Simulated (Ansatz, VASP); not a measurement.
## Na: VASP beside Ansatz

File INCAR:

```
PREC = Accurate ; ENCUT = 600
EDIFF = 1E-6 ; ISMEAR = -1
SIGMA = 0.05 ; LREAL = False
LASPH = True ; NELM = 100
ALGO = Normal ; ISIF = 3
LWAVE = False ; LCHARG = False
GGA = PS ; IBRION = 2
NSW = 100 ; EDIFFG = -0.002
```

Contents of KPOINTS:

```
Automatic mesh
0
Gamma
  14 14 14
```

File POSCAR:

```
Na
1.0
   -2.1410000000      2.1410000000      2.1410000000
    2.1410000000     -2.1410000000      2.1410000000
    2.1410000000      2.1410000000     -2.1410000000
Na
1
Direct
    0.0000000000      0.0000000000      0.0000000000
```

Input for Ansatz:

```yaml
crystal:
  lattice:
    - [-2.141, 2.141, 2.141]
    - [2.141, -2.141, 2.141]
    - [2.141, 2.141, -2.141]
  atoms:
    - { symbol: Na, position: [0.0, 0.0, 0.0] }
kpoints:
  mp_grid: { grid: [14, 14, 14] }
scf:
  occupations: { method: fermi_dirac, width: 0.05 }
hamiltonian:
  xc: pbesol
  pseudopotentials: { kind: paw }
relax:
  f_tol: 0.002
  max_steps: 80
  cell: {}
output:
  forces: true
  stress: true
```

Alike in both runs: task relaxation of cell and atoms; functional PBEsol; k mesh 14 × 14 × 14; occupations fermi-dirac, width 0.05 eV; no spin polarisation.

|  | VASP | Ansatz |
| --- | --- | --- |
| version | VASP 6.6.1 | Ansatz 0.2.0 |
| potentials or method | VASP PAW PBE potentials, release 64 (Na_pv) | PAW with Ansatz's default frozen-core files, scalar-relativistic |
| plane-wave cutoff (eV) | 600 | 420 |
| valence electrons in the cell | 7 | 9 |

```tsv
	VASP	Ansatz	Ansatz less VASP
relaxed volume (Å³/atom)	36.20	36.24	+0.042
relaxed cell length with the largest relative difference (Å)	3.609	3.611	+0.0014
```

VASP's potentials were made for PBE, not for PBEsol. VASP's potentials hold 7 valence electrons a cell and Ansatz's 9, so a difference there can come from the potentials and not from the codes.
